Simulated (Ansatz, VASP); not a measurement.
Si: VASP beside Ansatz

```
Si
1.0
     3.88381    0.00000    0.00000
    -1.94190    3.36348    0.00000
     0.00000    0.00000    6.16261
Si
4
Direct
  0.33333 0.66667 0.06301
  0.66667 0.33333 0.56301
  0.33333 0.66667 0.43699
  0.66667 0.33333 0.93699
```

Alike in both runs: task single point; functional LDA; k mesh 12 × 12 × 6; occupations gaussian, width 0.03 eV; no spin polarisation.

```csv
,VASP,Ansatz
version,VASP 6.6.1,Ansatz 0.2.0
potentials or method,"VASP PAW LDA potentials, release 64 (Si), cutoff 520 eV","scalar-relativistic, plane waves, PAW"
valence electrons in the cell,16,16
```

```csv
,VASP,Ansatz,Ansatz less VASP
gap on the k mesh at the Fermi level (eV),0.12,0.12,+0.002
least direct gap on the mesh (eV),0.47,0.46,-0.008
pressure (GPa),-1.7,-1.8,-0.04
"traceless stress, the component that is largest in VASP (GPa)",6.35,6.32,-0.030
rms of the force components (eV/Å),0.277,0.277,-0.0003
```

LDA's correlation is that of Perdew and Zunger in VASP and of Perdew and Wang (1992) in Ansatz. Atom by atom the forces differ by 0.000 eV/Å (rms over components).
